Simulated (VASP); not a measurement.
Input of a VASP 6.6.1 run:

Contents of INCAR:

```
PREC = Accurate ; ENCUT = 600
EDIFF = 1E-6 ; ISMEAR = 0
SIGMA = 0.02 ; LREAL = F
LASPH = T ; NELM = 120
ALGO = Normal ; ISIF = 2
LWAVE = F ; LCHARG = F
GGA = PS ; NBANDS = 15
GGA_COMPAT = F
```

File KPOINTS:

```
Automatic mesh
0
Gamma
  8 8 8
```

Contents of POSCAR:

```
SrO
1.0
    0.0000000000      2.5612125450      2.5612125450
    2.5612125450      0.0000000000      2.5612125450
    2.5612125450      2.5612125450      0.0000000000
Sr O
1 1
Direct
    0.0000000000      0.0000000000      0.0000000000
    0.5000000000      0.5000000000      0.5000000000
```

Potentials or basis: VASP PAW PBE potentials, release 64 (Sr_sv, O).

The run is started by

```bash
$ cat potpaw_PBE.64/Sr_sv/POTCAR potpaw_PBE.64/O/POTCAR > POTCAR
$ mpirun -np 1 vasp_std > vasp.out
```

**Question.** What does it give for the pressure?

**Answer.** 0.6 GPa.

**Question.** Estimate the band gap on the k mesh.

**Answer.** 3.15 eV, indirect (least direct gap 3.23 eV).

Caveat: the PAW data sets were made with another functional, which shifts forces and pressure a little. A k mesh can miss the band edges.
